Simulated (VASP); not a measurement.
Set up this calculation in VASP 6.6.1, as the native input.

```yaml
Task: single point
Functional: PBEsol
Potentials_or_basis: VASP PAW PBE potentials, release 64 (Ni)
Cutoff: 520 eV
k_mesh: 9 × 9 × 13
Occupations: fermi-dirac, width 0.1 eV
Spin: collinear spin, ferromagnetic start
Starting_moments: "[1.0, 1.0, 1.0] μB"
Dipole_correction: no
Further_INCAR_settings: ALGO = Normal; EDIFF = 1e-07; NBANDS = 26
```

The structure of Ni lies in POSCAR:

```
Ni
1.0
    3.9437986514      0.0000000000      0.0000000000
   -1.9718993257      3.4154298195      0.0000000000
    0.0000000000      0.0000000000      2.3872589304
Ni
3
Direct
    0.0000000000      0.0000000000      0.0000000000
    0.3333333333      0.6666666667      0.5000000000
    0.6666666667      0.3333333333      0.5000000000
```

This isn't the form of Ni at room conditions, which is fcc.

The input as run:

INCAR

```
SYSTEM = Ni
PREC = Accurate
ENCUT = 520
EDIFF = 1E-7
ISMEAR = -1
SIGMA = 0.1
LREAL = .FALSE.
LASPH = .TRUE.
NELM = 150
ALGO = Normal
ISIF = 2
LWAVE = .FALSE.
LCHARG = .TRUE.
ISPIN = 2
MAGMOM = 1 1 1
LORBIT = 11
LMAXMIX = 4
GGA = PS
LELF = .TRUE.
LVHAR = .TRUE.
NBANDS = 26
```

KPOINTS

```
regular mesh
0
G
  9 9 13
  0 0 0
```

Potentials or basis: VASP PAW PBE potentials, release 64 (Ni).

The run is started by

```bash
$ cat potpaw_PBE.64/Ni/POTCAR > POTCAR
$ mpirun -np 1 vasp_std > vasp.out
```

Results of the run:

* Pressure: -2.2 GPa
* Net moment: 1.80 μB per cell
* Site moments: Ni +0.58, +0.62 (each value once) μB
* Valence electrons inside the program's atomic spheres: Ni 9.30, 9.39 (each value once)

Caveat: the PAW data sets were made with another functional, which shifts forces and pressure a little.

Run time: 67 s on 1 thread of Intel(R) Xeon(R) 6975P-C (Granite Rapids) (shared host), peak memory 0.22 GiB.
